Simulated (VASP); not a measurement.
# BP (F-43m) in VASP: single point with PBE-based screened hybrid with 75 % exact exchange

Aim: the single point of BP with PBE-based screened hybrid with 75 % exact exchange.

Everything below comes from runs of VASP 6.6.1. Logs are shortened: lines on timing, memory, paths and dates and some standing lists are left out, and cuts for length are marked.

### 1 The cell of the first run

Symmetry: F-43m, No. 216, cubic system. Conventional cell: a = 4.537 Å, b = 4.537 Å, c = 4.537 Å, α = 90.00°, β = 90.00°, γ = 90.00°. Within 2.6 Å of B (site symmetry -43m) lie 4 P at 1.96 Å. P (site symmetry -43m) has 4 B at 1.96 Å within 2.6 Å.

### 2 Single point, PBE-based screened hybrid with 75 % exact exchange

POSCAR reads:

```
BP
1.0
    0.0000000000      2.2683155501      2.2683155501
    2.2683155501      0.0000000000      2.2683155501
    2.2683155501      2.2683155501      0.0000000000
B P
1 1
Direct
    0.0000000000      0.0000000000      0.0000000000
    0.2500000000      0.2500000000      0.2500000000
```

INCAR.step1 reads:

```
SYSTEM = BP
PREC = Accurate
ENCUT = 1000
EDIFF = 1E-5
ISMEAR = 0
SIGMA = 0.01
LREAL = .False.
LASPH = .True.
NELM = 120
ALGO = Normal
ISIF = 2
LWAVE = .True.
LCHARG = .False.
GGA = PE
NBANDS = 11
GGA_COMPAT = .False.
```

INCAR.step2 reads:

```
SYSTEM = BP
PREC = Accurate
ENCUT = 1000
EDIFF = 1E-6
ISMEAR = 0
SIGMA = 0.01
LREAL = .False.
LASPH = .True.
NELM = 120
ALGO = Normal
ISIF = 2
LWAVE = .False.
LCHARG = .False.
GGA = PE
LHFCALC = .True.
AEXX = 0.75
HFSCREEN = 0.3
PRECFOCK = Normal
ISTART = 1
NBANDS = 11
GGA_COMPAT = .False.
```

KPOINTS reads:

```
Automatic mesh
0
Gamma
  4 4 4
  0 0 0
```

Potentials or basis: VASP PAW PBE potentials, release 64 (B_h, P).

Launch:

```console
cat potpaw_PBE.64/B_h/POTCAR potpaw_PBE.64/P/POTCAR > POTCAR
cp INCAR.step1 INCAR
mpirun -np 1 vasp_std > vasp.out
cp INCAR.step2 INCAR
mpirun -np 1 vasp_std > vasp.out
```

OUTCAR:

```text
SYSTEM = BP
   PREC = Accurate
   ENCUT = 1000
   EDIFF = 1E-6
   ISMEAR = 0
   LREAL = .False.
   LASPH = .True.
   NELM = 120
   ISIF = 2
   GGA = PE
   LHFCALC = .True.
   AEXX = 0.75
   HFSCREEN = 0.3
   PRECFOCK = Normal
   ISTART = 1

 ion  position               nearest neighbor table
   1  0.000  0.000  0.000-   2 1.96   2 1.96   2 1.96   2 1.96
   2  0.250  0.250  0.250-   1 1.96   1 1.96   1 1.96   1 1.96

  LATTYP: Found a face centered cubic cell.
 ALAT       =     4.5366311002

  Lattice vectors:

 A1 = (   0.0000000000,   2.2683155501,   2.2683155501)
 A2 = (   2.2683155501,   0.0000000000,   2.2683155501)
 A3 = (   2.2683155501,   2.2683155501,   0.0000000000)

Analysis of symmetry for initial positions (statically):
=====================================================================
 Subroutine PRICEL returns:
 Original cell was already a primitive cell.

 Routine SETGRP: Setting up the symmetry group for a
 face centered cubic supercell.

 Subroutine GETGRP returns: Found 24 space group operations
 (whereof 24 operations were pure point group operations)
 out of a pool of 48 trial point group operations.

The static configuration has the point symmetry T_d .

Analysis of symmetry for dynamics (positions and initial velocities):
=====================================================================
 Subroutine PRICEL returns:
 Original cell was already a primitive cell.

 Routine SETGRP: Setting up the symmetry group for a
 face centered cubic supercell.

 Subroutine GETGRP returns: Found 24 space group operations
 (whereof 24 operations were pure point group operations)
 out of a pool of 48 trial point group operations.

The dynamic configuration has the point symmetry T_d .

 Subroutine INISYM returns: Found 24 space group operations
 (whereof 24 operations are pure point group operations),
 and found     1 'primitive' translations

----------------------------------------------------------------------------------------

                                     Primitive cell

  volume of cell :      23.3421

  direct lattice vectors                    reciprocal lattice vectors
     0.000000000  2.268315550  2.268315550    -0.220427885  0.220427885  0.220427885
     2.268315550  0.000000000  2.268315550     0.220427885 -0.220427885  0.220427885
     2.268315550  2.268315550  0.000000000     0.220427885  0.220427885 -0.220427885

  length of vectors
     3.207882615  3.207882615  3.207882615     0.381792297  0.381792297  0.381792297

  position of ions in fractional coordinates (direct lattice)
     0.000000000  0.000000000  0.000000000
     0.250000000  0.250000000  0.250000000

  ion indices of the primitive-cell ions
   primitive index   ion index
                 1           1
                 2           2

----------------------------------------------------------------------------------------

 KPOINTS: Automatic mesh

Automatic generation of k-mesh.
 Grid dimensions read from file:
 generate k-points for:    4    4    4

 Generating k-lattice:

  Cartesian coordinates                     Fractional coordinates (reciprocal lattice)
    -0.055106971  0.055106971  0.055106971     0.250000000  0.000000000  0.000000000
     0.055106971 -0.055106971  0.055106971     0.000000000  0.250000000  0.000000000
     0.055106971  0.055106971 -0.055106971     0.000000000  0.000000000  0.250000000

  Length of vectors
     0.095448074  0.095448074  0.095448074

  Shift w.r.t. Gamma in fractional coordinates (k-lattice)
     0.000000000  0.000000000  0.000000000

 Subroutine IBZKPT returns following result:
 ===========================================

 Found      8 irreducible k-points:

 Following reciprocal coordinates:
            Coordinates               Weight
  0.000000  0.000000  0.000000      1.000000
  0.250000  0.000000  0.000000      8.000000
  0.500000  0.000000  0.000000      4.000000
  0.250000  0.250000  0.000000      6.000000
  0.500000  0.250000  0.000000     24.000000
 -0.250000  0.250000  0.000000     12.000000
  0.500000  0.500000  0.000000      3.000000
 -0.250000  0.500000  0.250000      6.000000
   k-points           NKPTS =      8   k-points in BZ     NKDIM =     64   number of bands    NBANDS=     11
   number of dos      NEDOS =    301   number of ions     NIONS =      2
   total plane-waves  NPLWV =  46656
   dimension x,y,z NGX =    36 NGY =   36 NGZ =   36
   dimension x,y,z NGXF=    72 NGYF=   72 NGZF=   72
   ions per type =               1   1
   NGX,Y,Z   is equivalent  to a cutoff of  18.66, 18.66, 18.66 a.u.
   NGXF,Y,Z  is equivalent  to a cutoff of  37.31, 37.31, 37.31 a.u.
 SYSTEM =  BP
   PREC   = accura    normal or accurate (medium, high low for compatibility)
   ISTART =      1    job   : 0-new  1-cont  2-samecut
   ICHARG =      0    charge: 1-file 2-atom 10-const
   ISPIN  =      1    spin polarized calculation?
   LNONCOLLINEAR =      F non collinear calculations
   LSORBIT =      F    spin-orbit coupling
   LASPH  =      T    aspherical Exc in radial PAW
   ENCUT  = 1000.0 eV  73.50 Ry    8.57 a.u.   8.27  8.27  8.27*2*pi/ulx,y,z
   NELM   =    120;   NELMIN=  2; NELMDL=  0     # of ELM steps
   EDIFF  = 0.1E-05   stopping-criterion for ELM
   LREAL  =      F    real-space projection
   EDIFFG = 0.1E-04   stopping-criterion for IOM
   NSW    =      0    number of steps for IOM
   IBRION =     -1    ionic relax: 0-MD 1-quasi-New 2-CG
   NFREE  =      0    steps in history (QN), initial steepest desc. (CG)
   ISIF   =      2    stress and relaxation
   ISYM   =      3    0-nonsym 1-usesym 2-fastsym
   POTIM  = 0.5000    time-step for ionic-motion
   TEBEG  =    0.0;   TEEND  =   0.0 temperature during run
   PSTRESS=    0.0 pullay stress
   NELECT =       8.0000    total number of electrons
   NUPDOWN=      -1.0000    fix difference up-down
   EMIN   =  10.00;   EMAX   =-10.00  energy-range for DOS
   EFERMI =   0.00;   METHOD = LEGACY
   ISMEAR =     0;   SIGMA  =   0.01  broadening in eV -4-tet -1-fermi 0-gaus
   EFERMI_NEDOS =   21; number of points for ismear=-14 and -15
   IALGO  =     38    algorithm
   IMIX   =      1    mixing-type and parameters
     AMIX     =   0.40;   BMIX     =  1.00
     AMIX_MAG =   1.60;   BMIX_MAG =  1.00
  volume/ion in A,a.u.               =      11.67        78.76
  Fermi-wavevector in a.u.,A,eV,Ry     =   1.145666  2.164995 17.858335  1.312551
  Thomas-Fermi vector in A             =   2.282353
   LORBIT       =      0    0 simple, 1 ext, 2 COOP (PROOUT), +10 PAW based schemes
   GGA     = PE    functional components
   LHFCALC =     T    Hartree Fock is set to
   PRECFOCK=normal    Normal, Fast or Accurate (Low or Medium for compatibility)
   ENCUT4O =  -1.0   cutoff for four orbital integrals eV
   NKREDX  =     1    reduce k-point grid by
   NKREDY  =     1    reduce k-point grid by
   NKREDZ  =     1    reduce k-point grid by
   AEXX    =    0.7500 exact exchange contribution
   HFSCREEN=    0.3000 screening length (either q_TF or 0.3 A-1)
   HFSCREENC=   0.3000 screening length for correlation (either q_TF or 0.3 A-1)
   ENCUTFOCK=  -1.0 apply spherical cutoff to Coloumb kernel
   IVDW    =     0    specifies the selected vdW correction
   LEPSILON=     F    determine dielectric tensor
   LRPA    =     F    only Hartree local field effects (RPA)
 non-spin polarized calculation
 Gauss-broadening in eV      SIGMA  =   0.01
  energy-cutoff  :     1000.00
  volume of cell :       23.34
 maximum number of plane-waves:      1700
 NGX is ok and might be reduce to    36
  NGX = 28; NGY = 28; NGZ = 28

 number of electron       8.0000000 magnetization

 Free energy of the ion-electron system (eV)
  ---------------------------------------------------
  ext. energy  EPLUGINS =         0.00000000
  ---------------------------------------------------
  free energy    TOTEN  =       -17.60864222 eV

  energy without entropy =      -17.60864222  energy(sigma->0) =      -17.60864222

 E-fermi :   6.9556     XC(G=0):  -5.6536

 val. band max:        6.8688289660   @ k =   0.0000   0.0000   0.0000
 cond. band min:      10.0567392300   @ k =   0.5000   0.5000   0.0000
 fundamental gap:      3.1879102640
 Fermi energy:         6.9555587235

 k-point     1 :       0.0000    0.0000    0.0000
  band No.  band energies     occupation
      1     -12.9550      2.00000
      2       6.8688      2.00000
      3       6.8688      2.00000
      4       6.8688      2.00000
      5      12.7460      0.00000
      6      12.7460      0.00000
      7      12.7460      0.00000
      8      17.7329      0.00000
      9      21.1873      0.00000
     10      22.4073      0.00000
     11      22.4073      0.00000

 k-point     2 :       0.2500    0.0000    0.0000
  band No.  band energies     occupation
      1     -11.5304      2.00000
      2       0.9133      2.00000
      3       5.5566      2.00000
      4       5.5566      2.00000
      5      13.3615      0.00000
      6      14.3252      0.00000
      7      14.3252      0.00000
      8      20.0806      0.00000
      9      21.0029      0.00000
     10      21.0029      0.00000
     11      23.0799      0.00000

 k-point     3 :       0.5000    0.0000    0.0000
  band No.  band energies     occupation
      1      -8.6648      2.00000
      2      -4.5405      2.00000
      3       4.7141      2.00000
      4       4.7141      2.00000
      5      13.1290      0.00000
      6      14.1743      0.00000
      7      14.1743      0.00000
      8      20.1242      0.00000
      9      25.5501      0.00000
     10      25.6022      0.00000
     11      25.6022      0.00000
[... 43 lines left out ...]
 k-point     7 :       0.5000    0.5000    0.0000
  band No.  band energies     occupation
      1      -6.5517      2.00000
      2      -4.2299      2.00000
      3       1.7709      2.00000
      4       1.7709      2.00000
      5      10.0567      0.00000
      6      10.4482      0.00000
      7      23.4867      0.00000
      8      23.4867      0.00000
      9      26.7009      0.00000
     10      28.0017      0.00000
     11      28.9399      0.00000

 k-point     8 :      -0.2500    0.5000    0.2500
  band No.  band energies     occupation
      1      -6.2197      2.00000
      2      -3.6377      2.00000
      3       0.0309      2.00000
      4       0.2601      2.00000
      5      14.6956      0.00000
      6      16.1237      0.00000
      7      17.4441      0.00000
      8      17.6008      0.00000
      9      24.0229      0.00000
     10      27.5708      0.00000
     11      27.7332      0.00000

------------------------ aborting loop because EDIFF is reached ----------------------------------------

  FORCE on cell =-STRESS in cart. coord.  units (eV):
  Direction    XX          YY          ZZ          XY          YZ          ZX
  --------------------------------------------------------------------------------------
  -------------------------------------------------------------------------------------
  Total       -0.8587029     -0.8587029     -0.8587029      0.0000000     -0.0000000     -0.0000000
  in kB      -58.9404036    -58.9404036    -58.9404036      0.0000000     -0.0000000     -0.0000000
  external PRESSURE =     -58.9404036 kB  Pullay stress =       0.0000000 kB

 VOLUME and BASIS-vectors are now :
 -----------------------------------------------------------------------------
  energy-cutoff  :     1000.00
  volume of cell :       23.34
      direct lattice vectors                 reciprocal lattice vectors
     0.000000000  2.268315550  2.268315550    -0.220427885  0.220427885  0.220427885
     2.268315550  0.000000000  2.268315550     0.220427885 -0.220427885  0.220427885
     2.268315550  2.268315550  0.000000000     0.220427885  0.220427885 -0.220427885

 POSITION                                       TOTAL-FORCE (eV/Angst)
 -----------------------------------------------------------------------------------
      0.00000      0.00000      0.00000         0.000000     -0.000000     -0.000000
      1.13416      1.13416      1.13416        -0.000000      0.000000      0.000000
 -----------------------------------------------------------------------------------
    total drift:                                0.000013      0.000001      0.000006

  FREE ENERGIE OF THE ION-ELECTRON SYSTEM (eV)
  ---------------------------------------------------
  free  energy   TOTEN  =       -17.6086422174 eV

  energy  without entropy=      -17.6086422174  energy(sigma->0) =      -17.60864222
```

It took 5.5 min on 1 thread of Intel Xeon Platinum 8488C (Sapphire Rapids), shared host; peak memory 0.3 GiB.

What came out:

* Free energy: -17.6086 eV
* Pressure: -5.9 GPa
* Band gap on the k mesh: 3.19 eV (least direct gap 5.88 eV)

Caveat: the k points lie up to 0.60 Å⁻¹ apart; the PAW data sets were made with another functional, which shifts forces and pressure a little. A k mesh can miss the band edges.
